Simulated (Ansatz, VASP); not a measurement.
**Two plane-wave programs on CaSe**

```xyz
2
Lattice="0.0000 3.5849 2.7963 3.5849 0.0000 2.7963 3.5849 3.5849 0.0000" Properties=species:S:1:pos:R:3 pbc="T T T"
Ca    0.0000    0.0000    0.0000
Se    5.3774    5.3774    4.1944
```

Alike in both runs: task single point; functional LDA; k mesh 8 × 8 × 8; occupations gaussian, width 0.05 eV; no spin polarisation.

|  | VASP | Ansatz |
| --- | --- | --- |
| version | VASP 6.6.1 | Ansatz 0.2.0 |
| potentials or method | VASP PAW LDA potentials, release 64 (Ca_sv, Se), cutoff 520 eV | scalar-relativistic, plane waves, PAW |
| valence electrons in the cell | 16 | 26 |

```csv
,VASP,Ansatz,Ansatz less VASP
gap on the k mesh at the Fermi level (eV),2.51,2.50,-0.012
least direct gap on the mesh (eV),2.63,2.61,-0.016
pressure (GPa),-3.7,-3.8,-0.12
"traceless stress, the component that is largest in VASP (GPa)",0.67,0.71,+0.042
```

LDA's correlation is that of Perdew and Zunger in VASP and of Perdew and Wang (1992) in Ansatz. VASP's potentials hold 16 valence electrons a cell and Ansatz's 26, so a difference there can come from the potentials and not from the codes.
